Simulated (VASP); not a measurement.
# In3Sb (Pm-3m) in VASP: single point with LDA

Aim: the single point of In3Sb with LDA.

Program: VASP 6.6.1. These are calculated values, not measurements. Logs are shortened: lines on timing, memory, paths and dates and some standing lists are left out, and cuts for length are marked.

**1. The cell of the first run**

It takes space group Pm-3m (No. 221, cubic). The conventional cell has a = 4.674 Å, b = 4.674 Å, c = 4.674 Å, α = 90.00°, β = 90.00°, γ = 90.00°. Within 4.3 Å of In (site symmetry 4/mmm) lie 8 In at 3.30 Å and 4 Sb at 3.30 Å. Within 4.3 Å of Sb (site symmetry m-3m) lie 12 In at 3.30 Å.

**2. Single point, LDA**

File INCAR:

```
SYSTEM = In3Sb
  ALGO = Fast
  EDIFF = 1E-6
  ENCUT = 520
  GGA = CA
  ISIF = 2
  ISMEAR = 0
  LASPH = .TRUE.
  LCHARG = .FALSE.
  LREAL = .FALSE.
  LWAVE = .FALSE.
  NBANDS = 30
  NELM = 100
  PREC = Accurate
  SIGMA = 0.15
```

File KPOINTS:

```
k-points
0
G
  10 10 10
  0 0 0
```

File POSCAR:

```
In3Sb
1.0
    4.6739291753      0.0000000000      0.0000000000
    0.0000000000      4.6739291753      0.0000000000
    0.0000000000      0.0000000000      4.6739291753
In Sb
3 1
Direct
    0.5000000000      0.5000000000      0.0000000000
    0.5000000000      0.0000000000      0.5000000000
    0.0000000000      0.5000000000      0.5000000000
    0.0000000000      0.0000000000      0.0000000000
```

Potentials or basis: VASP PAW LDA potentials, release 64 (In_d, Sb).

Run with:

```sh
cat potpaw_LDA.64/In_d/POTCAR potpaw_LDA.64/Sb/POTCAR > POTCAR
mpirun -np 1 vasp_std > vasp.out
```

OUTCAR:

```text
SYSTEM = In3Sb
   EDIFF = 1E-6
   ENCUT = 520
   GGA = CA
   ISIF = 2
   ISMEAR = 0
   LASPH = .TRUE.
   LREAL = .FALSE.
   NELM = 100
   PREC = Accurate

 ion  position               nearest neighbor table
   1  0.500  0.500  0.000-   2 3.30   3 3.30   4 3.30   2 3.30   3 3.30   2 3.30   4 3.30   2 3.30
                             3 3.30   4 3.30   3 3.30   4 3.30
   2  0.500  0.000  0.500-   1 3.30   3 3.30   4 3.30   1 3.30   4 3.30   1 3.30   3 3.30   1 3.30
                             3 3.30   4 3.30   4 3.30   3 3.30
   3  0.000  0.500  0.500-   1 3.30   2 3.30   4 3.30   1 3.30   4 3.30   2 3.30   4 3.30   4 3.30
                             1 3.30   2 3.30   1 3.30   2 3.30
   4  0.000  0.000  0.000-   1 3.30   2 3.30   3 3.30   2 3.30   3 3.30   1 3.30   3 3.30   3 3.30
                             1 3.30   2 3.30   2 3.30   1 3.30

  LATTYP: Found a simple cubic cell.
 ALAT       =     4.6739291753

  Lattice vectors:

 A1 = (   4.6739291753,   0.0000000000,   0.0000000000)
 A2 = (   0.0000000000,   4.6739291753,   0.0000000000)
 A3 = (   0.0000000000,   0.0000000000,   4.6739291753)

Analysis of symmetry for initial positions (statically):
=====================================================================
 Subroutine PRICEL returns:
 Original cell was already a primitive cell.

 Routine SETGRP: Setting up the symmetry group for a
 simple cubic supercell.

 Subroutine GETGRP returns: Found 48 space group operations
 (whereof 48 operations were pure point group operations)
 out of a pool of 48 trial point group operations.

The static configuration has the point symmetry O_h .

Analysis of symmetry for dynamics (positions and initial velocities):
=====================================================================
 Subroutine PRICEL returns:
 Original cell was already a primitive cell.

 Routine SETGRP: Setting up the symmetry group for a
 simple cubic supercell.

 Subroutine GETGRP returns: Found 48 space group operations
 (whereof 48 operations were pure point group operations)
 out of a pool of 48 trial point group operations.

The dynamic configuration has the point symmetry O_h .

 Subroutine INISYM returns: Found 48 space group operations
 (whereof 48 operations are pure point group operations),
 and found     1 'primitive' translations

----------------------------------------------------------------------------------------

                                     Primitive cell

  volume of cell :     102.1049

  direct lattice vectors                    reciprocal lattice vectors
     4.673929175  0.000000000  0.000000000     0.213952750  0.000000000  0.000000000
     0.000000000  4.673929175  0.000000000     0.000000000  0.213952750  0.000000000
     0.000000000  0.000000000  4.673929175     0.000000000  0.000000000  0.213952750

  length of vectors
     4.673929175  4.673929175  4.673929175     0.213952750  0.213952750  0.213952750

  position of ions in fractional coordinates (direct lattice)
     0.500000000  0.500000000  0.000000000
     0.500000000  0.000000000  0.500000000
     0.000000000  0.500000000  0.500000000
     0.000000000  0.000000000  0.000000000

  ion indices of the primitive-cell ions
   primitive index   ion index
                 1           1
                 2           2
                 3           3
                 4           4

----------------------------------------------------------------------------------------

 KPOINTS: k-points

Automatic generation of k-mesh.
 Grid dimensions read from file:
 generate k-points for:   10   10   10

 Generating k-lattice:

  Cartesian coordinates                     Fractional coordinates (reciprocal lattice)
     0.021395275  0.000000000  0.000000000     0.100000000  0.000000000  0.000000000
     0.000000000  0.021395275  0.000000000     0.000000000  0.100000000  0.000000000
     0.000000000  0.000000000  0.021395275     0.000000000  0.000000000  0.100000000

  Length of vectors
     0.021395275  0.021395275  0.021395275

  Shift w.r.t. Gamma in fractional coordinates (k-lattice)
     0.000000000  0.000000000  0.000000000

 Subroutine IBZKPT returns following result:
 ===========================================

 Found     56 irreducible k-points:

 Following reciprocal coordinates:
            Coordinates               Weight
  0.000000  0.000000  0.000000      1.000000
  0.100000  0.000000  0.000000      6.000000
  0.200000  0.000000  0.000000      6.000000
  0.300000  0.000000  0.000000      6.000000
  0.400000  0.000000  0.000000      6.000000
  0.500000  0.000000  0.000000      3.000000
[... 16 lines left out ...]
  0.200000  0.100000  0.100000     24.000000
  0.300000  0.100000  0.100000     24.000000
 [... further k-points ...]
   k-points           NKPTS =     56   k-points in BZ     NKDIM =     56   number of bands    NBANDS=     30
   number of dos      NEDOS =    301   number of ions     NIONS =      4
   total plane-waves  NPLWV =  46656
   dimension x,y,z NGX =    36 NGY =   36 NGZ =   36
   dimension x,y,z NGXF=    72 NGYF=   72 NGZF=   72
   ions per type =               3   1
   NGX,Y,Z   is equivalent  to a cutoff of  12.80, 12.80, 12.80 a.u.
   NGXF,Y,Z  is equivalent  to a cutoff of  25.61, 25.61, 25.61 a.u.
 SYSTEM =  In3Sb
   PREC   = accura    normal or accurate (medium, high low for compatibility)
   ISTART =      0    job   : 0-new  1-cont  2-samecut
   ICHARG =      2    charge: 1-file 2-atom 10-const
   ISPIN  =      1    spin polarized calculation?
   LNONCOLLINEAR =      F non collinear calculations
   LSORBIT =      F    spin-orbit coupling
   LASPH  =      T    aspherical Exc in radial PAW
   ENCUT  =  520.0 eV  38.22 Ry    6.18 a.u.   8.69  8.69  8.69*2*pi/ulx,y,z
   NELM   =    100;   NELMIN=  2; NELMDL= -5     # of ELM steps
   EDIFF  = 0.1E-05   stopping-criterion for ELM
   LREAL  =      F    real-space projection
   EDIFFG = 0.1E-04   stopping-criterion for IOM
   NSW    =      0    number of steps for IOM
   IBRION =     -1    ionic relax: 0-MD 1-quasi-New 2-CG
   NFREE  =      0    steps in history (QN), initial steepest desc. (CG)
   ISIF   =      2    stress and relaxation
   ISYM   =      2    0-nonsym 1-usesym 2-fastsym
   POTIM  = 0.5000    time-step for ionic-motion
   TEBEG  =    0.0;   TEEND  =   0.0 temperature during run
   PSTRESS=    0.0 pullay stress
   NELECT =      44.0000    total number of electrons
   NUPDOWN=      -1.0000    fix difference up-down
   EMIN   =  10.00;   EMAX   =-10.00  energy-range for DOS
   EFERMI =   0.00;   METHOD = LEGACY
   ISMEAR =     0;   SIGMA  =   0.15  broadening in eV -4-tet -1-fermi 0-gaus
   EFERMI_NEDOS =   21; number of points for ismear=-14 and -15
   IALGO  =     68    algorithm
   IMIX   =      4    mixing-type and parameters
     AMIX     =   0.40;   BMIX     =  1.00
     AMIX_MAG =   1.60;   BMIX_MAG =  1.00
  volume/ion in A,a.u.               =      25.53       172.26
  Fermi-wavevector in a.u.,A,eV,Ry     =   1.236546  2.336733 20.803933  1.529046
  Thomas-Fermi vector in A             =   2.371150
   LORBIT       =      0    0 simple, 1 ext, 2 COOP (PROOUT), +10 PAW based schemes
   GGA     = CA    functional components
   LHFCALC =     F    Hartree Fock is set to
   AEXX    =    0.0000 exact exchange contribution
   IVDW    =     0    specifies the selected vdW correction
   LEPSILON=     F    determine dielectric tensor
   LRPA    =     F    only Hartree local field effects (RPA)
 non-spin polarized calculation
 RMM-DIIS sequential band-by-band and
 Gauss-broadening in eV      SIGMA  =   0.15
  energy-cutoff  :      520.00
  volume of cell :      102.10
 maximum number of plane-waves:      2800
 NGX is ok and might be reduce to    36
   NGX = 17   NGY = 17   NGZ = 17

 number of electron      43.9999979 magnetization

 Free energy of the ion-electron system (eV)
  ---------------------------------------------------
  ext. energy  EPLUGINS =         0.00000000
  ---------------------------------------------------
  free energy    TOTEN  =       -14.34433621 eV

  energy without entropy =      -14.31633987  energy(sigma->0) =      -14.33033804

 E-fermi :   7.7995     XC(G=0): -10.6298

 val. band max:        7.7769930448   @ k =   0.2000   0.2000   0.2000
 cond. band min:       7.8026594298   @ k =   0.3000   0.2000   0.0000
 fundamental gap:      0.0256663850
 Fermi energy:         7.7994669475

 k-point     1 :       0.0000    0.0000    0.0000
  band No.  band energies     occupation
      1      -6.8727      2.00000
      2      -6.8601      2.00000
      3      -6.8601      2.00000
      4      -6.8601      2.00000
      5      -6.7024      2.00000
      6      -6.7024      2.00000
[... 22 lines left out ...]
     29      14.3431      0.00000
     30      14.7286      0.00000

 k-point     2 :       0.1000    0.0000    0.0000
  band No.  band energies     occupation
      1      -6.8626      2.00000
      2      -6.8579      2.00000
      3      -6.8490      2.00000
      4      -6.8490      2.00000
      5      -6.7008      2.00000
      6      -6.6944      2.00000
[... 22 lines left out ...]
     29      14.5875      0.00000
     30      14.7702      0.00000

 k-point     3 :       0.2000    0.0000    0.0000
  band No.  band energies     occupation
      1      -6.8518      2.00000
      2      -6.8339      2.00000
      3      -6.8167      2.00000
      4      -6.8167      2.00000
      5      -6.6965      2.00000
      6      -6.6718      2.00000
[... 22 lines left out ...]
     29      14.8258      0.00000
     30      14.8886      0.00000

 k-point     4 :       0.3000    0.0000    0.0000
  band No.  band energies     occupation
      1      -6.8439      2.00000
      2      -6.7926      2.00000
      3      -6.7659      2.00000
      4      -6.7659      2.00000
      5      -6.6898      2.00000
      6      -6.6387      2.00000
[... 616 lines left out ...]
     29      14.6484      0.00000
     30      14.8731      0.00000

 k-point    23 :       0.2000    0.1000    0.1000
  band No.  band energies     occupation
      1      -6.8402      2.00000
      2      -6.8191      2.00000
      3      -6.8053      2.00000
      4      -6.7985      2.00000
      5      -6.6832      2.00000
      6      -6.6640      2.00000
[... 22 lines left out ...]
     29      14.1968      0.00000
     30      14.9594      0.00000

 k-point    24 :       0.3000    0.1000    0.1000
  band No.  band energies     occupation
      1      -6.8280      2.00000
      2      -6.7872      2.00000
      3      -6.7610      2.00000
      4      -6.7494      2.00000
      5      -6.6772      2.00000
      6      -6.6302      2.00000
[... 22 lines left out ...]
     29      13.2049      0.00000
     30      15.2007      0.00000

 [... further k-points ...]

------------------------ aborting loop because EDIFF is reached ----------------------------------------

  FORCE on cell =-STRESS in cart. coord.  units (eV):
  Direction    XX          YY          ZZ          XY          YZ          ZX
  --------------------------------------------------------------------------------------
  -------------------------------------------------------------------------------------
  Total        0.0077287      0.0077287      0.0077287      0.0000000     -0.0000000      0.0000000
  in kB        0.1212748      0.1212748      0.1212748      0.0000000     -0.0000000      0.0000000
  external PRESSURE =       0.1212748 kB  Pullay stress =       0.0000000 kB

 VOLUME and BASIS-vectors are now :
 -----------------------------------------------------------------------------
  energy-cutoff  :      520.00
  volume of cell :      102.10
      direct lattice vectors                 reciprocal lattice vectors
     4.673929175  0.000000000  0.000000000     0.213952750  0.000000000  0.000000000
     0.000000000  4.673929175  0.000000000     0.000000000  0.213952750  0.000000000
     0.000000000  0.000000000  4.673929175     0.000000000  0.000000000  0.213952750

 POSITION                                       TOTAL-FORCE (eV/Angst)
 -----------------------------------------------------------------------------------
      2.33696      2.33696      0.00000         0.000000      0.000000      0.000000
      2.33696      0.00000      2.33696         0.000000      0.000000      0.000000
      0.00000      2.33696      2.33696         0.000000      0.000000      0.000000
      0.00000      0.00000      0.00000         0.000000      0.000000      0.000000
 -----------------------------------------------------------------------------------
    total drift:                                0.000000      0.000000      0.000000

  FREE ENERGIE OF THE ION-ELECTRON SYSTEM (eV)
  ---------------------------------------------------
  free  energy   TOTEN  =       -14.3443362079 eV

  energy  without entropy=      -14.3163398726  energy(sigma->0) =      -14.33033804
```

Wall time 80 s (1 thread of Intel Xeon 6975P-C (Granite Rapids), shared host); peak memory 0.27 GiB.

What came out:

- Free energy: -14.3443 eV
- Pressure: 0.0 GPa
- Band gap on the k mesh: zero (bands 22 and 23 overlap by 4.03 eV)

Levels at points of the mesh, in eV from the Fermi level:
```
           k point  band 19  band 20  band 21  band 22  band 23  band 24  band 25  band 26
(0.00, 0.00, 0.00)    -3.15    -3.15    -2.26    -2.26     2.43     2.43     2.43     3.99
(0.50, 0.00, 0.00)    -1.69    -1.69    -1.60    -0.31    -0.31     0.21     1.02     4.83
(0.50, 0.50, 0.00)    -6.04    -0.59    -0.08     0.49     0.49     1.56     1.56     1.56
(0.50, 0.50, 0.50)    -4.52    -4.38    -4.38    -4.38    -3.46     5.78     5.78     5.78
```

Caveat: spin-orbit coupling is left out, which moves the levels of the heavy elements.
